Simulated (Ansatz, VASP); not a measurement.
# Mo: VASP beside Ansatz

POSCAR

```
Mo
1.0
   -1.4767400000      1.5710000000      1.5710000000
    1.4767400000     -1.5710000000      1.5710000000
    1.4767400000      1.5710000000     -1.5710000000
Mo
1
Direct
    0.0000000000      0.0000000000      0.0000000000
```

Contents of INCAR.step1:

```
ALGO = Normal
EDIFF = 1E-4
ENCUT = 520
GGA = PE
ISMEAR = 0
LASPH = True
LCHARG = False
LREAL = False
LWAVE = True
NBANDS = 13
NELM = 60
PREC = Accurate
SIGMA = 0.15
```

The input INCAR.step2:

```
ALGO = Normal
EDIFF = 1E-6
ENCUT = 520
ISIF = 2
ISMEAR = 0
ISTART = 1
LASPH = True
LCHARG = False
LMIXTAU = True
LREAL = False
LWAVE = False
METAGGA = R2SCAN
NBANDS = 13
NELM = 60
PREC = Accurate
SIGMA = 0.15
```

Contents of KPOINTS:

```
k-points
0
Gamma
  22 22 22
```

Input for Ansatz:

```yaml
crystal:
  lattice:
    - [-1.47674, 1.571, 1.571]
    - [1.47674, -1.571, 1.571]
    - [1.47674, 1.571, -1.571]
  atoms:
    - { symbol: Mo, position: [0.0, 0.0, 0.0] }
basis:
  ecutwfc: 500
kpoints:
  mp_grid: { grid: [22, 22, 22] }
hamiltonian:
  xc: r2scan
scf:
  occupations: { method: gaussian, width: 0.15 }
output:
  forces: true
  stress: true
  eigenvalues: true
```

Change from the starting cell: strain -0.0600 x Voigt [1, 0, 0, 0, 0, 0], atoms carried along.

Alike in both runs: task single point; functional r2SCAN; k mesh 22 × 22 × 22; occupations gaussian, width 0.15 eV; no spin polarisation.

|  | VASP | Ansatz |
| --- | --- | --- |
| version | VASP 6.6.1 | Ansatz 0.2.0 |
| potentials or method | VASP PAW PBE potentials, release 64 (Mo_sv), cutoff 520 eV | scalar-relativistic, plane waves, PAW |
| valence electrons in the cell | 14 | 14 |

Ansatz gave:

| Quantity | Value |
| --- | --- |
| gap on the k mesh at the Fermi level (eV) | none |
| pressure (GPa) | 22.6 |
| traceless stress, the component that is largest in VASP (GPa) | 15.85 |

Estimate VASP's values.

gap on the k mesh at the Fermi level (eV): none; pressure (GPa): 24.1; traceless stress, the component that is largest in VASP (GPa): 15.84.

VASP's potentials were made for PBE, not for r2SCAN. A gap of «none» marks a metal or a gap that the smearing closes. With one functional, cell and mesh, what is left measures potentials, basis and numerics.
